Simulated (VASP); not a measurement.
# LiBe (P1) in VASP: a series of runs, part 2 of 2

VASP 6.6.1.

### Step 5. Single point, r2SCAN

This run uses another cell than the first one, of 11.02 Å³/atom.

POSCAR

```
LiBe
1.0
    2.8080400000      0.0215900000      0.0069600000
    0.0215900000      2.8012900000      0.0089800000
    0.0069600000      0.0089800000      2.8032700000
Li Be
1 1
Direct
    0.0248500000      0.0329100000      0.0354800000
    0.4828292823      0.4953937103      0.5326043773
```

INCAR.step1

```
SYSTEM = LiBe
PREC = Accurate
ENCUT = 520
ISMEAR = -1
SIGMA = 0.1
LREAL = .False.
LASPH = .True.
NELM = 60
NBANDS = 10
GGA = PE
ALGO = Normal
EDIFF = 1E-4
LWAVE = .True.
LCHARG = .False.
```

INCAR.step2

```
SYSTEM = LiBe
PREC = Accurate
ENCUT = 520
EDIFF = 1E-7
ISMEAR = -1
SIGMA = 0.1
LREAL = .False.
LASPH = .True.
NELM = 60
ALGO = Normal
ISIF = 2
LWAVE = .False.
LCHARG = .False.
METAGGA = R2SCAN
LMIXTAU = .True.
NBANDS = 10
ISTART = 1
```

KPOINTS

```
Automatic mesh
0
Gamma
  7 7 7
  0 0 0
```

The run is started by

```sh
> cat potpaw_PBE.64/Li_sv/POTCAR potpaw_PBE.64/Be/POTCAR > POTCAR
> cp INCAR.step1 INCAR
> mpirun -np 1 vasp_std > vasp.out
> cp INCAR.step2 INCAR
> mpirun -np 1 vasp_std > vasp.out
```

It took 2.6 min on 1 thread of Intel Xeon 8259CL, shared host; peak memory 0.16 GiB.

Results (log left out):

* Free energy: -5.9507 eV
* Largest force: 0.759 eV/Å
* Band gap on the k mesh: zero (an odd number of electrons rules out a gap without spin polarisation)

Forces on the atoms (eV/Å):
```
Li  -0.570 -0.500 -0.032
Be   0.570  0.500  0.032
```

Levels at points of the mesh, in eV from the Fermi level:
```
           k point  band 1  band 2  band 3  band 4  band 5  band 6  band 7  band 8
(0.00, 0.00, 0.00)  -46.50   -7.15    6.65    6.67    6.82   10.98   11.06   19.49
```

Caveat: the cutoff is under 1.25 times the usual one of these potentials, so pressure, stress and relaxed cells hold a basis-set (Pulay) error; the PAW data sets were made with another functional, which shifts forces and pressure a little.

### Step 6. Single point, r2SCAN

This run uses another cell than the first one, of 11.02 Å³/atom.

Edit POSCAR of step 5 so:

```diff
@@ -9,2 +9,2 @@
     0.0248500000      0.0329100000      0.0354800000
-    0.4828292823      0.4953937103      0.5326043773
+    0.4917328707      0.4953251590      0.5325824909
```

INCAR.step1

```
SYSTEM = LiBe
ALGO = Normal
EDIFF = 1E-4
ENCUT = 520
GGA = PE
ISMEAR = -1
LASPH = .TRUE.
LCHARG = .FALSE.
LREAL = .FALSE.
LWAVE = .TRUE.
NBANDS = 10
NELM = 80
PREC = Accurate
SIGMA = 0.1
```

INCAR.step2

```
SYSTEM = LiBe
ALGO = Normal
EDIFF = 1E-6
ENCUT = 520
ISIF = 2
ISMEAR = -1
ISTART = 1
LASPH = .TRUE.
LCHARG = .TRUE.
LELF = .TRUE.
LMIXTAU = .TRUE.
LREAL = .FALSE.
LVHAR = .TRUE.
LWAVE = .FALSE.
METAGGA = R2SCAN
NBANDS = 10
NELM = 80
PREC = Accurate
SIGMA = 0.1
```

KPOINTS

```
k-points
0
G
  7 7 7
  0 0 0
```

Potentials or basis: VASP PAW PBE potentials, release 64 (Li_sv, Be).

The run is started by

```sh
> cat potpaw_PBE.64/Li_sv/POTCAR potpaw_PBE.64/Be/POTCAR > POTCAR
> cp INCAR.step1 INCAR
> mpirun -np 1 vasp_std > vasp.out
> cp INCAR.step2 INCAR
> mpirun -np 1 vasp_std > vasp.out
```

OUTCAR:

```text
SYSTEM = LiBe
   EDIFF = 1E-6
   ENCUT = 520
   ISIF = 2
   ISMEAR = -1
   ISTART = 1
   LASPH = .TRUE.
   LREAL = .FALSE.
   METAGGA = R2SCAN
   NELM = 80
   PREC = Accurate

 ion  position               nearest neighbor table
   1  0.025  0.033  0.035-   2 2.32   2 2.33   2 2.41   2 2.42   2 2.42   2 2.43
   2  0.492  0.495  0.533-   1 2.32   1 2.33   1 2.41   1 2.42   1 2.42   1 2.43

  LATTYP: Found a triclinic cell.
 ALAT       =     2.8013875906
 B/A-ratio  =     1.4049701069
 C/A-ratio  =     1.0006801746
 COS(alpha) =     0.0010178761
 COS(beta)  =     0.0064279264
 COS(gamma) =     0.7007695097

  Lattice vectors:

 A1 = (   0.0215900000,   2.8012900000,   0.0089800000)
 A2 = (  -2.7864500000,   2.7797000000,   0.0020200000)
 A3 = (   0.0069600000,   0.0089800000,   2.8032700000)

Analysis of symmetry for initial positions (statically):
=====================================================================
 Subroutine PRICEL returns:
 Original cell was already a primitive cell.

 Routine SETGRP: Setting up the symmetry group for a
 triclinic supercell.

 Subroutine GETGRP returns: Found  1 space group operations
 (whereof  1 operations were pure point group operations)
 out of a pool of  2 trial point group operations.

The static configuration has the point symmetry C_1 .

Analysis of symmetry for dynamics (positions and initial velocities):
=====================================================================
 Subroutine PRICEL returns:
 Original cell was already a primitive cell.

 Routine SETGRP: Setting up the symmetry group for a
 triclinic supercell.

 Subroutine GETGRP returns: Found  1 space group operations
 (whereof  1 operations were pure point group operations)
 out of a pool of  2 trial point group operations.

The dynamic configuration has the point symmetry C_1 .

 Subroutine INISYM returns: Found  1 space group operations
 (whereof  1 operations are pure point group operations),
 and found     1 'primitive' translations
[... 119 lines left out ...]
   LORBIT       =      0    0 simple, 1 ext, 2 COOP (PROOUT), +10 PAW based schemes
   METAGGA = R2SCAN    functional components
   LHFCALC =     F    Hartree Fock is set to
   AEXX    =    0.0000 exact exchange contribution
   IVDW    =     0    specifies the selected vdW correction
   LEPSILON=     F    determine dielectric tensor
   LRPA    =     F    only Hartree local field effects (RPA)
 non-spin polarized calculation
  energy-cutoff  :      520.00
  volume of cell :       22.05
 maximum number of plane-waves:       613
 NGX is ok and might be reduce to    24
   NGX = 11   NGY = 11   NGZ = 11

 number of electron       4.9999998 magnetization

 Free energy of the ion-electron system (eV)
  ---------------------------------------------------
  ext. energy  EPLUGINS =         0.00000000
  ---------------------------------------------------
  free energy    TOTEN  =        -5.96311861 eV

  energy without entropy =       -5.95361968  energy(sigma->0) =       -5.95836914

 E-fermi :   3.0848     XC(G=0):  -9.7450

 val. band max:        3.0736071259   @ k =   0.2857   0.4286   0.2857
 cond. band min:       3.4618124852   @ k =   0.4286  -0.4286   0.2857
 fundamental gap:      0.3882053594
 Fermi energy:         3.0847979360

 k-point     1 :       0.0000    0.0000    0.0000
  band No.  band energies     occupation
      1     -43.4093      2.00000
      2      -4.0694      2.00000
      3       9.7170      0.00000
      4       9.7602      0.00000
      5       9.9016      0.00000
      6      14.0891      0.00000
      7      14.1491      0.00000
      8      22.7222      0.00000
      9      24.9225      0.00000
     10      25.1511      0.00000
[... 287 lines left out ...]
 k-point    24 :      -0.2857    0.4286    0.0000
  band No.  band energies     occupation
      1     -43.3771      2.00000
      2      -0.3849      2.00000
      3       1.7837      2.00000
      4       7.1709      0.00000
      5      11.9493      0.00000
      6      13.6069      0.00000
      7      18.9435      0.00000
      8      20.2587      0.00000
      9      21.4333      0.00000
     10      24.9039      0.00000

 [... further k-points ...]

------------------------ aborting loop because EDIFF is reached ----------------------------------------

  FORCE on cell =-STRESS in cart. coord.  units (eV):
  Direction    XX          YY          ZZ          XY          YZ          ZX
  --------------------------------------------------------------------------------------
  -------------------------------------------------------------------------------------
  Total        0.2170392      0.1932308      0.2557515     -0.1071878     -0.0717650     -0.0691494
  in kB       15.7708564     14.0408522     18.5838310     -7.7886523     -5.2147034     -5.0246430
  external PRESSURE =      16.1318465 kB  Pullay stress =       0.0000000 kB

 VOLUME and BASIS-vectors are now :
 -----------------------------------------------------------------------------
  energy-cutoff  :      520.00
  volume of cell :       22.05
      direct lattice vectors                 reciprocal lattice vectors
     2.808040000  0.021590000  0.006960000     0.356143536 -0.002742050 -0.000875455
     0.021590000  2.801290000  0.008980000    -0.002742050  0.357003170 -0.001136817
     0.006960000  0.008980000  2.803270000    -0.000875455 -0.001136817  0.356732067

 POSITION                                       TOTAL-FORCE (eV/Angst)
 -----------------------------------------------------------------------------------
      0.07074      0.09305      0.09993        -0.447627     -0.501082     -0.033052
      1.39521      1.40295      1.50084         0.447627      0.501082      0.033052
 -----------------------------------------------------------------------------------
    total drift:                               -0.020320     -0.010806     -0.009180

  FREE ENERGIE OF THE ION-ELECTRON SYSTEM (eV)
  ---------------------------------------------------
  free  energy   TOTEN  =        -5.9631186071 eV

  energy  without entropy=       -5.9536196783  energy(sigma->0) =       -5.95836914
```

OSZICAR.step1:

```text
N       E                     dE             d eps       ncg     rms          rms(c)
DAV:   1     0.329073253805E+01    0.32907E+01   -0.15250E+03  3448   0.396E+02
DAV:   2    -0.458281842768E+01   -0.78736E+01   -0.74494E+01  4650   0.718E+01
DAV:   3    -0.494495112281E+01   -0.36213E+00   -0.36047E+00  4578   0.115E+01
DAV:   4    -0.495458487066E+01   -0.96337E-02   -0.96223E-02  4664   0.166E+00
DAV:   5    -0.495469377154E+01   -0.10890E-03   -0.10889E-03  4376   0.135E-01    0.652E-01
DAV:   6    -0.494928922270E+01    0.54045E-02   -0.27131E-03  5304   0.218E-01    0.408E-01
DAV:   7    -0.494796450463E+01    0.13247E-02   -0.51339E-03  4566   0.351E-01    0.596E-02
DAV:   8    -0.494795385322E+01    0.10651E-04   -0.19661E-04  4054   0.920E-02
   1 F= -.49479539E+01 E0= -.49428608E+01  d E =-.101861E-01
```

Run time: 2.4 min. Hardware: 1 thread of Intel Xeon 8259CL, shared host; peak memory 0.16 GiB.

What came out:

```
Free energy            : -5.9631 eV
Largest force          : 0.673 eV/Å
Band gap on the k mesh : zero (an odd number of electrons rules out a gap without spin polarisation)
```

Forces in eV/Å, atoms in the order of the input:
```
Li  -0.448 -0.501 -0.033
Be   0.448  0.501  0.033
```

Caveat: the cutoff is under 1.25 times the usual one of these potentials, so pressure, stress and relaxed cells hold a basis-set (Pulay) error; the PAW data sets were made with another functional, which shifts forces and pressure a little.

### Step 7. The runs side by side

```tsv
cell	gap on the mesh (eV)	largest force (eV/Å)
a = 2.803, b = 2.797, c = 2.799 Å, angles 89.6, 89.7, 89.1°, 2 atoms, atomic positions A	none	0.75
a = 2.808, b = 2.801, c = 2.803 Å, angles 89.6, 89.7, 89.1°, 2 atoms, atomic positions A	none	0.76
a = 2.808, b = 2.801, c = 2.803 Å, angles 89.6, 89.7, 89.1°, 2 atoms, atomic positions B	none	0.67
```

Alike in all rows: task single point; level r2SCAN; potentials or basis VASP PAW PBE potentials, release 64 (Li_sv, Be); no spin polarisation; k mesh 7 × 7 × 7; cutoff (eV) 520; smearing fermi-dirac 0.1 eV.

Caveats: the cutoff is under 1.25 times the usual one of these potentials, so pressure, stress and relaxed cells hold a basis-set (Pulay) error; the PAW data sets were made with another functional, which shifts forces and pressure a little.

Absolute energies hang on the potentials; compare differences alone.
